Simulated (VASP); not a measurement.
Runs of VASP 6.6.1 on BN. The structure is that of space group F-43m (No. 216), or close to it. The cells are those of the table. 

```csv
task,level,cell,gap on the mesh (eV),pressure (GPa)
single point,PBE,"a = 2.556 Å, angles 60.0°, 2 atoms",4.56,3.3
electric field gradients,PBE,"a = 2.598 Å, angles 60.0°, 2 atoms",4.50,-13.9
single point,PBE,"a = 2.577 Å, angles 60.0°, 2 atoms",4.53,-5.8
electric field gradients,PBE,"a = 2.535 Å, angles 60.0°, 2 atoms",4.59,13.5
electric field gradients,r2SCAN,"a = 2.556 Å, angles 60.0°, 2 atoms",5.08,(a)
electric field gradients,PBE,"a = 2.577 Å, angles 60.0°, 2 atoms",4.53,-5.8
electric field gradients,PBE,"a = 2.513 Å, angles 60.0°, 2 atoms",4.62,(b)
single point,PBE,"a = 2.598 Å, angles 60.0°, 2 atoms",4.50,-13.9
```

Alike in all rows: potentials or basis VASP PAW PBE potentials, release 64 (B, N); no spin polarisation; k mesh 11 × 11 × 11; cutoff (eV) 520; smearing fermi-dirac 0.02 eV.

Q: Fill in the values left out.

A: (a) -0.6; (b) 25.0.

Caveats: the PAW data sets were made with another functional, which shifts forces and pressure a little (some runs).

A k mesh can miss the band edges.
